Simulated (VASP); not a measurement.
# KC (R3m) in VASP: single point with PBE

Aim: the single point of KC with PBE.

Everything below comes from runs of VASP 6.6.1. Logs are shortened: lines on timing, memory, paths and dates and some standing lists are left out, and cuts for length are marked.

### 1 The cell of the first run

The structure is trigonal, space group R3m (No. 160). Conventional cell: a = 5.936 Å, b = 5.936 Å, c = 20.094 Å, α = 90.00°, β = 90.00°, γ = 120.00°. K (site symmetry 3m) has 3 C at 2.97 Å within 3.9 Å. K (site symmetry 3m) has 3 C at 2.81 Å and 3 K at 3.74 Å within 3.8 Å. Within 4.3 Å of K (site symmetry 3m) lie 9 C at 3.13 to 4.28 Å and 7 K at 3.74 to 4.27 Å. Within 1.9 Å of C (site symmetry m) lie 2 C at 1.43 Å.

The cell was generated, and may not be a known phase.

### 2 Single point, PBE, collinear spin

INCAR

```
SYSTEM = KC
ALGO = Normal ; EDIFF = 1E-6
ENCUT = 520 ; GGA = PE
ISIF = 2 ; ISMEAR = 0
ISPIN = 2 ; LASPH = .TRUE.
LCHARG = .TRUE. ; LELF = .TRUE.
LORBIT = 11 ; LREAL = .FALSE.
LVHAR = .TRUE. ; LWAVE = .FALSE.
MAGMOM = 0 0 0 1 1 1 ; NBANDS = 32
NELM = 150 ; PREC = Accurate
SIGMA = 0.1
```

KPOINTS

```
k-points
0
G
  6 6 6
  0 0 0
```

POSCAR

```
KC
1.0
    2.9681962998      1.7136889327      6.6980922343
   -2.9681962998      1.7136889327      6.6980922343
    0.0000000000     -3.4273778654      6.6980922343
K C
3 3
Direct
    0.1921563792      0.1921563792      0.1921563792
    0.6629634310      0.6629634310      0.6629634310
    0.4045290562      0.4045290562      0.4045290562
    0.9694436842      0.2110909852      0.9694436842
    0.2110909852      0.9694436842      0.9694436842
    0.9694436842      0.9694436842      0.2110909852
```

Potentials or basis: VASP PAW PBE potentials, release 64 (K_sv, C).

Run with:

```console
> cat potpaw_PBE.64/K_sv/POTCAR potpaw_PBE.64/C/POTCAR > POTCAR
> mpirun -np 1 vasp_std > vasp.out
```

OUTCAR:

```text
SYSTEM = KC
   EDIFF = 1E-6
   ENCUT = 520
   GGA = PE
   ISIF = 2
   ISMEAR = 0
   ISPIN = 2
   LASPH = .TRUE.
   LORBIT = 11
   LREAL = .FALSE.
   NELM = 150
   PREC = Accurate

 ion  position               nearest neighbor table
   1  0.192  0.192  0.192-
   2  0.663  0.663  0.663-   4 2.81   5 2.81   6 2.81   3 3.74   3 3.74   3 3.74
   3  0.405  0.405  0.405-   2 3.74   2 3.74   2 3.74
   4  0.969  0.211  0.969-   5 1.43   6 1.43   2 2.81
   5  0.211  0.969  0.969-   4 1.43   6 1.43   2 2.81
   6  0.969  0.969  0.211-   4 1.43   5 1.43   2 2.81

  LATTYP: Found a trigonal (rhomboedric) cell.
 ALAT       =     7.5240520075
 COS(alpha) =     0.6887483540

  Lattice vectors:

 A1 = (   2.9681962998,   1.7136889327,   6.6980922343)
 A2 = (  -2.9681962998,   1.7136889327,   6.6980922343)
 A3 = (   0.0000000000,  -3.4273778654,   6.6980922343)

Analysis of symmetry for initial positions (statically):
=====================================================================
 Subroutine PRICEL returns:
 Original cell was already a primitive cell.

 Routine SETGRP: Setting up the symmetry group for a
 trigonal (rhombohedral) supercell.

 Subroutine GETGRP returns: Found  6 space group operations
 (whereof  6 operations were pure point group operations)
 out of a pool of 12 trial point group operations.

The static configuration has the point symmetry C_3v.

Analysis of symmetry for dynamics (positions and initial velocities):
=====================================================================
 Subroutine PRICEL returns:
 Original cell was already a primitive cell.

 Routine SETGRP: Setting up the symmetry group for a
 trigonal (rhombohedral) supercell.

 Subroutine GETGRP returns: Found  6 space group operations
 (whereof  6 operations were pure point group operations)
 out of a pool of 12 trial point group operations.

The dynamic configuration has the point symmetry C_3v.

Analysis of structural, dynamic, and magnetic symmetry:
=====================================================================
 Subroutine PRICEL returns:
 Original cell was already a primitive cell.

 Routine SETGRP: Setting up the symmetry group for a
 trigonal (rhombohedral) supercell.

 Subroutine GETGRP returns: Found  6 space group operations
 (whereof  6 operations were pure point group operations)
 out of a pool of 12 trial point group operations.

The overall configuration has the point symmetry C_3v.

 Subroutine INISYM returns: Found  6 space group operations
 (whereof  6 operations are pure point group operations),
 and found     1 'primitive' translations
[... 140 lines left out ...]

 number of electron      39.0000002 magnetization      -0.0002045

 number of electron      39.0000002 magnetization       0.0000848

 Free energy of the ion-electron system (eV)
  ---------------------------------------------------
  ext. energy  EPLUGINS =         0.00000000
  ---------------------------------------------------
  free energy    TOTEN  =       -26.29285924 eV

  energy without entropy =      -26.28667604  energy(sigma->0) =      -26.28976764

 E-fermi :   0.6204     XC(G=0):  -6.4855

 val. band max:        0.5693647119   @ k =   0.5000   0.5000   0.1667
 cond. band min:       0.8245458447   @ k =   0.5000   0.1667  -0.0000
 fundamental gap:      0.2551811327
 Fermi energy:         0.6203565855

 spin component 1

 k-point     1 :       0.0000    0.0000    0.0000
  band No.  band energies     occupation
      1     -31.7095      1.00000
      2     -30.8828      1.00000
      3     -30.1318      1.00000
      4     -17.3801      1.00000
      5     -15.2010      1.00000
      6     -15.2010      1.00000
[... 805 lines left out ...]
     30       5.5591      0.00000
     31       5.7902      0.00000

 [... further k-points ...]

 spin component 2

 k-point     1 :       0.0000    0.0000    0.0000
  band No.  band energies     occupation
      1     -31.7095      1.00000
      2     -30.8829      1.00000
      3     -30.1318      1.00000
      4     -17.3801      1.00000
      5     -15.2010      1.00000
      6     -15.2010      1.00000
[... 805 lines left out ...]
     30       5.5590      0.00000
     31       5.7902      0.00000

 [... further k-points ...]

 [bands above 31 left out]

------------------------ aborting loop because EDIFF is reached ----------------------------------------

  FORCE on cell =-STRESS in cart. coord.  units (eV):
  Direction    XX          YY          ZZ          XY          YZ          ZX
  --------------------------------------------------------------------------------------
  -------------------------------------------------------------------------------------
  Total       -0.0021525     -0.0021525      2.2269904      0.0000000      0.0000000      0.0000000
  in kB       -0.0168708     -0.0168708     17.4542804      0.0000000      0.0000000      0.0000000
  external PRESSURE =       5.8068462 kB  Pullay stress =       0.0000000 kB

 VOLUME and BASIS-vectors are now :
 -----------------------------------------------------------------------------
  energy-cutoff  :      520.00
  volume of cell :      204.42
      direct lattice vectors                 reciprocal lattice vectors
     2.968196300  1.713688933  6.698092234     0.168452471  0.097256079  0.049765414
    -2.968196300  1.713688933  6.698092234    -0.168452471  0.097256079  0.049765414
     0.000000000 -3.427377865  6.698092234     0.000000000 -0.194512159  0.049765414

 POSITION                                       TOTAL-FORCE (eV/Angst)
 -----------------------------------------------------------------------------------
      0.00000      0.00000      3.86124        -0.000000      0.000000      0.027920
      0.00000      0.00000     13.32177        -0.000000      0.000000     -0.011640
      0.00000      0.00000      8.12872        -0.000000      0.000000      0.017447
      2.25094     -1.29958     14.40075        -0.029947      0.017290     -0.011243
     -2.25094     -1.29958     14.40075         0.029947      0.017290     -0.011243
      0.00000      2.59916     14.40075        -0.000000     -0.034579     -0.011243
 -----------------------------------------------------------------------------------
    total drift:                               -0.000000     -0.000000      0.000375

  FREE ENERGIE OF THE ION-ELECTRON SYSTEM (eV)
  ---------------------------------------------------
  free  energy   TOTEN  =       -26.2928592431 eV

  energy  without entropy=      -26.2866760439  energy(sigma->0) =      -26.28976764

 total charge

# of ion       s       p       d       tot
------------------------------------------
    1        1.975   5.559   0.014   7.548
    2        1.973   5.577   0.039   7.590
    3        1.956   5.575   0.028   7.559
    4        0.912   1.534   0.000   2.446
    5        0.912   1.534   0.000   2.446
    6        0.912   1.534   0.000   2.446
--------------------------------------------------
tot          8.641  21.313   0.081  30.035

 magnetization (x)

# of ion       s       p       d       tot
------------------------------------------
    1       -0.000   0.000   0.000  -0.000
    2       -0.000   0.000  -0.000  -0.000
    3       -0.000   0.000  -0.000  -0.000
    4        0.000   0.000   0.000   0.000
    5        0.000   0.000   0.000   0.000
    6        0.000   0.000   0.000   0.000
--------------------------------------------------
tot          0.000   0.000  -0.000   0.000
```

OSZICAR:

```text
N       E                     dE             d eps       ncg     rms          rms(c)
DAV:   1     0.263615314909E+03    0.26362E+03   -0.17152E+04  4096   0.103E+03
DAV:   2    -0.845174473860E+01   -0.27207E+03   -0.26419E+03  5088   0.300E+02
DAV:   3    -0.320626326506E+02   -0.23611E+02   -0.23474E+02  6456   0.678E+01
DAV:   4    -0.328422870988E+02   -0.77965E+00   -0.77602E+00  6296   0.130E+01
DAV:   5    -0.328899039155E+02   -0.47617E-01   -0.47615E-01  6216   0.212E+00    0.121E+01
DAV:   6    -0.261991763701E+02    0.66907E+01   -0.17054E+01  4728   0.125E+01    0.757E+00
DAV:   7    -0.262997382200E+02   -0.10056E+00   -0.32771E+00  5512   0.640E+00    0.445E+00
DAV:   8    -0.262786714385E+02    0.21067E-01   -0.50386E-01  5096   0.381E+00    0.217E+00
DAV:   9    -0.262900074928E+02   -0.11336E-01   -0.15862E-01  5256   0.209E+00    0.484E-01
DAV:  10    -0.262921856393E+02   -0.21781E-02   -0.28077E-02  5904   0.646E-01    0.319E-01
DAV:  11    -0.262926301351E+02   -0.44450E-03   -0.67387E-03  5592   0.330E-01    0.156E-01
DAV:  12    -0.262926336659E+02   -0.35307E-05   -0.17710E-03  5784   0.173E-01    0.626E-02
DAV:  13    -0.262927997494E+02   -0.16608E-03   -0.42334E-04  5200   0.938E-02    0.299E-02
DAV:  14    -0.262928439159E+02   -0.44167E-04   -0.11195E-04  5472   0.437E-02    0.151E-02
DAV:  15    -0.262928544374E+02   -0.10522E-04   -0.24743E-05  5976   0.213E-02    0.884E-03
DAV:  16    -0.262928584563E+02   -0.40189E-05   -0.70985E-06  5248   0.127E-02    0.406E-03
DAV:  17    -0.262928592431E+02   -0.78680E-06   -0.22025E-06  4408   0.625E-03
   1 F= -.26292859E+02 E0= -.26289768E+02  d E =-.618320E-02  mag=     0.0001
```

stdout:

```text
POSCAR found type information on POSCAR K C
 POSCAR found :  2 types and       6 ions
 scaLAPACK will be used
 LDA part: xc-table for (Slater+PW92), standard interpolation
 POSCAR, INCAR and KPOINTS ok, starting setup
 FFT: planning ... GRIDC
 FFT: planning ... GRID_SOFT
 FFT: planning ... GRID
 WAVECAR not read
 entering main loop
```

It took 21 min on 1 thread of Intel Xeon 8259CL, shared host; peak memory 0.73 GiB.

Results:

```
Free energy                                           : -26.2929 eV
Pressure                                              : 0.6 GPa
Largest force                                         : 0.036 eV/Å
Net moment                                            : 0.00 μB per cell
Valence electrons inside the program's atomic spheres : K 7.55, 7.59, 7.56; C 2.45
```

Forces in eV/Å, atoms in the order of the input:
```
K    0.000  0.000  0.028
K    0.000  0.000 -0.012
K    0.000  0.000  0.017
C   -0.030  0.017 -0.011
C    0.030  0.017 -0.011
C    0.000 -0.035 -0.011
```

Stress tensor (GPa, compression positive):
```
0.00 0.00 0.00
0.00 0.00 0.00
0.00 0.00 1.75
```
